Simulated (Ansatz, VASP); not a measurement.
**ReOs3C in VASP and in Ansatz**

```
CELL_PARAMETERS angstrom
4.10862 -0.00375 -0.01833
-0.00550 3.98781 0.00425
-0.01896 0.00329 4.10921
ATOMIC_POSITIONS crystal
Re 0.00369 0.99975 0.99591
Os 0.99664 0.50144 0.55016
Os 0.56564 0.99955 0.43439
Os 0.44995 0.50009 0.00350
C 0.48408 0.49917 0.51604
```

Change from the starting cell: cubic perovskite type (Pm-3m, No. 221); cell x1, atoms moved at random (sigma 0.05 Å) and cell strained at random (1.5 %), then relaxed without symmetry.

Alike in both runs: functional PBE; k mesh 6 × 6 × 6; occupations gaussian, width 0.1 eV; no spin polarisation.

Ansatz relaxed the structure, and its values are those at the end. VASP's run is a single point on that final structure, the one shown.

|  | VASP | Ansatz |
| --- | --- | --- |
| version | VASP 6.6.1 | Ansatz 0.2.0 |
| potentials or method | VASP PAW PBE potentials, release 64 (Re_sv_GW, Os_sv_GW, C), cutoff 600 eV | scalar-relativistic, plane waves, PAW |
| valence electrons in the cell | 67 | 67 |

```csv
,VASP,Ansatz,Ansatz less VASP
gap on the k mesh at the Fermi level (eV),none,none,-
pressure (GPa),-0.5,0.0,+0.51
rms of the force components (eV/Å),0.006,0.004,-0.0025
```

A gap of «none» marks a metal or a gap that the smearing closes. With one functional, cell and mesh, what is left measures potentials, basis and numerics.

Spin-orbit coupling is off throughout.
